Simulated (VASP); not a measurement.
# Mo (P6/mmm) in VASP: further runs, part 2 of 2

VASP 6.6.1. Earlier steps stand in the parts before.

## 3. Single point, PBE

This run uses another cell than the first one, of 16.86 Å³/atom, 0.993 times its volume.

Input file INCAR:

```
SYSTEM = Mo
PREC = Accurate
ENCUT = 500
EDIFF = 1E-6
ISMEAR = 0
SIGMA = 0.1
LREAL = .False.
LASPH = .True.
NELM = 120
ALGO = Normal
ISIF = 2
LWAVE = .False.
LCHARG = .False.
GGA = PE
NBANDS = 13
GGA_COMPAT = .False.
```

Input file KPOINTS:

```
regular mesh
0
Gamma
  6 6 8
  0 0 0
```

Input file POSCAR:

```
Mo
1.0
    2.7609135044      0.0000000000      0.0000000000
   -1.3804567522      2.3910212324      0.0000000000
    0.0000000000      0.0000000000      2.5534321546
Mo
1
Direct
    0.0000000000      0.0000000000      0.0000000000
```

Potentials or basis: VASP PAW PBE potentials, release 64 (Mo_sv).

Launch:

```bash
cat potpaw_PBE.64/Mo_sv/POTCAR > POTCAR
mpirun -np 1 vasp_std > vasp.out
```

OUTCAR:

```text
SYSTEM = Mo
   PREC = Accurate
   ENCUT = 500
   EDIFF = 1E-6
   ISMEAR = 0
   LREAL = .False.
   LASPH = .True.
   NELM = 120
   ISIF = 2
   GGA = PE

 ion  position               nearest neighbor table
   1  0.000  0.000  0.000-

  LATTYP: Found a hexagonal cell.
 ALAT       =     2.7609135044
 C/A-ratio  =     0.9248504709

  Lattice vectors:

 A1 = (   2.7609135044,   0.0000000000,   0.0000000000)
 A2 = (  -1.3804567522,   2.3910212324,   0.0000000000)
 A3 = (   0.0000000000,   0.0000000000,   2.5534321546)

Analysis of symmetry for initial positions (statically):
=====================================================================
 Subroutine PRICEL returns:
 Original cell was already a primitive cell.

 Routine SETGRP: Setting up the symmetry group for a
 hexagonal supercell.

 Subroutine GETGRP returns: Found 24 space group operations
 (whereof 24 operations were pure point group operations)
 out of a pool of 24 trial point group operations.

The static configuration has the point symmetry D_6h.

Analysis of symmetry for dynamics (positions and initial velocities):
=====================================================================
 Subroutine PRICEL returns:
 Original cell was already a primitive cell.

 Routine SETGRP: Setting up the symmetry group for a
 hexagonal supercell.

 Subroutine GETGRP returns: Found 24 space group operations
 (whereof 24 operations were pure point group operations)
 out of a pool of 24 trial point group operations.

The dynamic configuration has the point symmetry D_6h.

 Subroutine INISYM returns: Found 24 space group operations
 (whereof 24 operations are pure point group operations),
 and found     1 'primitive' translations

----------------------------------------------------------------------------------------

                                     Primitive cell

  volume of cell :      16.8562

  direct lattice vectors                    reciprocal lattice vectors
     2.760913504  0.000000000  0.000000000     0.362198960  0.209115667  0.000000000
    -1.380456752  2.391021232  0.000000000     0.000000000  0.418231334  0.000000000
     0.000000000  0.000000000  2.553432155     0.000000000  0.000000000  0.391629751

  length of vectors
     2.760913504  2.760913504  2.553432155     0.418231334  0.418231334  0.391629751

  position of ions in fractional coordinates (direct lattice)
     0.000000000  0.000000000  0.000000000

  ion indices of the primitive-cell ions
   primitive index   ion index
                 1           1

----------------------------------------------------------------------------------------

 KPOINTS: regular mesh

Automatic generation of k-mesh.
 Grid dimensions read from file:
 generate k-points for:    6    6    8

 Generating k-lattice:

  Cartesian coordinates                     Fractional coordinates (reciprocal lattice)
     0.060366493  0.034852611  0.000000000     0.166666667  0.000000000  0.000000000
     0.000000000  0.069705222  0.000000000     0.000000000  0.166666667  0.000000000
     0.000000000  0.000000000  0.048953719     0.000000000  0.000000000  0.125000000

  Length of vectors
     0.069705222  0.069705222  0.048953719

  Shift w.r.t. Gamma in fractional coordinates (k-lattice)
     0.000000000  0.000000000  0.000000000

 Subroutine IBZKPT returns following result:
 ===========================================

 Found     35 irreducible k-points:

 Following reciprocal coordinates:
            Coordinates               Weight
  0.000000  0.000000  0.000000      1.000000
  0.166667  0.000000  0.000000      6.000000
  0.333333 -0.000000  0.000000      6.000000
  0.500000 -0.000000  0.000000      3.000000
  0.166667  0.166667  0.000000      6.000000
  0.333333  0.166667  0.000000     12.000000
[... 16 lines left out ...]
  0.166667  0.000000  0.375000     12.000000
  0.333333 -0.000000  0.375000     12.000000
 [... further k-points ...]
   k-points           NKPTS =     35   k-points in BZ     NKDIM =     35   number of bands    NBANDS=     13
   number of dos      NEDOS =    301   number of ions     NIONS =      1
   total plane-waves  NPLWV =   8000
   dimension x,y,z NGX =    20 NGY =   20 NGZ =   20
   dimension x,y,z NGXF=    40 NGYF=   40 NGZF=   40
   ions per type =               1
   NGX,Y,Z   is equivalent  to a cutoff of  12.04, 12.04, 13.02 a.u.
   NGXF,Y,Z  is equivalent  to a cutoff of  24.09, 24.09, 26.04 a.u.
 SYSTEM =  Mo
   PREC   = accura    normal or accurate (medium, high low for compatibility)
   ISTART =      0    job   : 0-new  1-cont  2-samecut
   ICHARG =      2    charge: 1-file 2-atom 10-const
   ISPIN  =      1    spin polarized calculation?
   LNONCOLLINEAR =      F non collinear calculations
   LSORBIT =      F    spin-orbit coupling
   LASPH  =      T    aspherical Exc in radial PAW
   ENCUT  =  500.0 eV  36.75 Ry    6.06 a.u.   5.03  5.03  4.66*2*pi/ulx,y,z
   NELM   =    120;   NELMIN=  2; NELMDL= -5     # of ELM steps
   EDIFF  = 0.1E-05   stopping-criterion for ELM
   LREAL  =      F    real-space projection
   EDIFFG = 0.1E-04   stopping-criterion for IOM
   NSW    =      0    number of steps for IOM
   IBRION =     -1    ionic relax: 0-MD 1-quasi-New 2-CG
   NFREE  =      0    steps in history (QN), initial steepest desc. (CG)
   ISIF   =      2    stress and relaxation
   ISYM   =      2    0-nonsym 1-usesym 2-fastsym
   POTIM  = 0.5000    time-step for ionic-motion
   TEBEG  =    0.0;   TEEND  =   0.0 temperature during run
   PSTRESS=    0.0 pullay stress
   NELECT =      14.0000    total number of electrons
   NUPDOWN=      -1.0000    fix difference up-down
   EMIN   =  10.00;   EMAX   =-10.00  energy-range for DOS
   EFERMI =   0.00;   METHOD = LEGACY
   ISMEAR =     0;   SIGMA  =   0.10  broadening in eV -4-tet -1-fermi 0-gaus
   EFERMI_NEDOS =   21; number of points for ismear=-14 and -15
   IALGO  =     38    algorithm
   IMIX   =      4    mixing-type and parameters
     AMIX     =   0.40;   BMIX     =  1.00
     AMIX_MAG =   1.60;   BMIX_MAG =  1.00
  volume/ion in A,a.u.               =      16.86       113.75
  Fermi-wavevector in a.u.,A,eV,Ry     =   1.538854  2.908012 32.219557  2.368071
  Thomas-Fermi vector in A             =   2.645164
   LORBIT       =      0    0 simple, 1 ext, 2 COOP (PROOUT), +10 PAW based schemes
   GGA     = PE    functional components
   LHFCALC =     F    Hartree Fock is set to
   AEXX    =    0.0000 exact exchange contribution
   IVDW    =     0    specifies the selected vdW correction
   LEPSILON=     F    determine dielectric tensor
   LRPA    =     F    only Hartree local field effects (RPA)
 non-spin polarized calculation
 Gauss-broadening in eV      SIGMA  =   0.10
  energy-cutoff  :      500.00
  volume of cell :       16.86
 maximum number of plane-waves:       438
   NGX = 11   NGY = 11   NGZ =  9

 number of electron      14.0000001 magnetization

 Free energy of the ion-electron system (eV)
  ---------------------------------------------------
  ext. energy  EPLUGINS =         0.00000000
  ---------------------------------------------------
  free energy    TOTEN  =       -10.04118805 eV

  energy without entropy =      -10.03288608  energy(sigma->0) =      -10.03703707

 E-fermi :  11.2927     XC(G=0): -12.8778

 val. band max:       11.2485140455   @ k =   0.1667   0.1667   0.3750
 cond. band min:      11.3475068299   @ k =   0.1667   0.0000   0.0000
 fundamental gap:      0.0989927844
 Fermi energy:        11.2927049125

 k-point     1 :       0.0000    0.0000    0.0000
  band No.  band energies     occupation
      1     -49.7438      2.00000
      2     -23.0847      2.00000
      3     -23.0847      2.00000
      4     -22.9589      2.00000
      5       4.5829      2.00000
      6       7.0473      2.00000
      7      10.4059      2.00000
      8      10.4059      2.00000
      9      15.3353      0.00000
     10      15.3353      0.00000
     11      24.2246      0.00000
     12      27.1977      0.00000
     13      31.5533      0.00000
[... 353 lines left out ...]
 k-point    24 :       0.3333   -0.0000    0.3750
  band No.  band energies     occupation
      1     -49.3952      2.00000
      2     -24.2595      2.00000
      3     -23.8527      2.00000
      4     -23.1590      2.00000
      5       7.1226      2.00000
      6       8.3239      2.00000
      7      11.4648      0.01496
      8      12.9222      0.00000
      9      14.2858      0.00000
     10      15.3565      0.00000
     11      21.6501      0.00000
     12      26.6952      0.00000
     13      29.2528      0.00000

 [... further k-points ...]

------------------------ aborting loop because EDIFF is reached ----------------------------------------

  FORCE on cell =-STRESS in cart. coord.  units (eV):
  Direction    XX          YY          ZZ          XY          YZ          ZX
  --------------------------------------------------------------------------------------
  -------------------------------------------------------------------------------------
  Total        0.0481183      0.0481183      0.0551699     -0.0000000      0.0000000      0.0000000
  in kB        4.5736266      4.5736266      5.2438780     -0.0000000      0.0000000      0.0000000
  external PRESSURE =       4.7970437 kB  Pullay stress =       0.0000000 kB

 VOLUME and BASIS-vectors are now :
 -----------------------------------------------------------------------------
  energy-cutoff  :      500.00
  volume of cell :       16.86
      direct lattice vectors                 reciprocal lattice vectors
     2.760913504  0.000000000  0.000000000     0.362198960  0.209115667  0.000000000
    -1.380456752  2.391021232  0.000000000     0.000000000  0.418231334  0.000000000
     0.000000000  0.000000000  2.553432155     0.000000000  0.000000000  0.391629751

 POSITION                                       TOTAL-FORCE (eV/Angst)
 -----------------------------------------------------------------------------------
      0.00000      0.00000      0.00000        -0.000000      0.000000      0.000000
 -----------------------------------------------------------------------------------
    total drift:                                0.000000      0.000000      0.000000

  FREE ENERGIE OF THE ION-ELECTRON SYSTEM (eV)
  ---------------------------------------------------
  free  energy   TOTEN  =       -10.0411880488 eV

  energy  without entropy=      -10.0328860812  energy(sigma->0) =      -10.03703707
```

stdout:

```text
POSCAR found type information on POSCAR Mo
 POSCAR found :  1 types and       1 ions
 scaLAPACK will be used
 LDA part: xc-table for (Slater+PW92), standard interpolation
 POSCAR, INCAR and KPOINTS ok, starting setup
 FFT: planning ... GRIDC
 FFT: planning ... GRID_SOFT
 FFT: planning ... GRID
 WAVECAR not read
 entering main loop
```

Wall time 5.4 s (1 thread of Intel Xeon 6975P-C (Granite Rapids), shared host); peak memory 0.12 GiB.

What came out:

```
Free energy            : -10.0412 eV
Pressure               : 0.5 GPa
Band gap on the k mesh : zero (band 7 reaches 12.26 eV, above the bottom of band 8 at 10.41 eV)
```

Caveat: the k points lie up to 0.44 Å⁻¹ apart.

## 4. Single point, PBE, collinear spin, ferromagnetic start

This run uses another cell than the first one, of 16.86 Å³/atom, 0.993 times its volume.

Input file INCAR:

```
ALGO = Normal ; EDIFF = 1E-6
ENCUT = 500 ; GGA = PE
GGA_COMPAT = F ; ISIF = 2
ISMEAR = 0 ; ISPIN = 2
LASPH = T ; LCHARG = F
LMAXMIX = 4 ; LORBIT = 11
LREAL = F ; LWAVE = F
MAGMOM = 1 ; NBANDS = 17
NELM = 200 ; PREC = Accurate
SIGMA = 0.1
```

Input file KPOINTS:

```
k-points
0
Gamma
  6 6 6
```

POSCAR is that of step 3.

Launch:

```bash
cat potpaw_PBE.64/Mo_sv/POTCAR > POTCAR
mpirun -np 1 vasp_std > vasp.out
```

It took 12 s on 1 thread of Intel Xeon 6975P-C (Granite Rapids), shared host; peak memory 0.13 GiB.

The run converged. Its results:

```
Free energy                                           : -10.1685 eV
Pressure                                              : -0.9 GPa
Band gap on the k mesh                                : zero (filled and empty bands overlap)
Net moment                                            : 0.00 μB per cell
Valence electrons inside the program's atomic spheres : Mo 12.55
```

Stress tensor (GPa, compression positive):
```
-0.24  0.00  0.00
 0.00 -0.24  0.00
 0.00  0.00 -2.17
```

Levels at points of the mesh, in eV from the Fermi level:
Spin up:
| k point | band 4 | band 5 | band 6 | band 7 | band 8 | band 9 | band 10 | band 11 |
| --- | --- | --- | --- | --- | --- | --- | --- | --- |
| (0.00, 0.00, 0.00) | -34.38 | -6.80 | -4.35 | -0.96 | -0.96 | 3.94 | 3.94 | 12.86 |
| (0.50, 0.00, 0.00) | -34.24 | -4.87 | -3.26 | 0.89 | 1.01 | 3.31 | 4.15 | 9.74 |
| (0.00, 0.00, 0.50) | -34.29 | -3.68 | -0.12 | -0.12 | 0.00 | 0.59 | 0.59 | 9.94 |
| (0.50, 0.00, 0.50) | -34.57 | -5.30 | -3.31 | -0.62 | 4.51 | 5.80 | 6.30 | 7.05 |
Spin down:
```tsv
k point	band 3	band 4	band 5	band 6	band 7	band 8	band 9	band 10	band 11	band 12
(0.00, 0.00, 0.00)	-34.45	-34.38	-6.80	-4.35	-0.96	-0.96	3.94	3.94	12.86	15.82
(0.50, 0.00, 0.00)	-34.75	-34.24	-4.87	-3.26	0.89	1.01	3.31	4.15	9.74	13.14
(0.00, 0.00, 0.50)	-34.29	-34.29	-3.68	-0.12	-0.12	0.00	0.59	0.59	9.94	16.05
(0.50, 0.00, 0.50)	-35.47	-34.57	-5.30	-3.31	-0.62	4.51	5.80	6.30	7.05	16.00
```

Caveat: the k points lie up to 0.44 Å⁻¹ apart.

## 5. Overview

| spin | cell | k mesh | gap on the mesh (eV) | pressure (GPa) |
| --- | --- | --- | --- | --- |
| off | a = 2.834, b = 2.834, c = 2.440 Å, angles 90.0, 90.0, 120.0°, 1 atom | 4 × 4 × 8 | none | 0.5 |
| off | a = 2.761, b = 2.761, c = 2.553 Å, angles 90.0, 90.0, 120.0°, 1 atom | 6 × 6 × 8 | none | 0.5 |
| collinear, ferromagnetic start | a = 2.761, b = 2.761, c = 2.553 Å, angles 90.0, 90.0, 120.0°, 1 atom | 6 × 6 × 6 | none | -0.9 |

Alike in all rows: task single point; level PBE; potentials or basis VASP PAW PBE potentials, release 64 (Mo_sv); cutoff (eV) 500; smearing gaussian 0.1 eV.

Caveats: all runs use coarse meshes.

Total energies depend on the potentials used, so only differences within one code and one set of settings carry meaning.
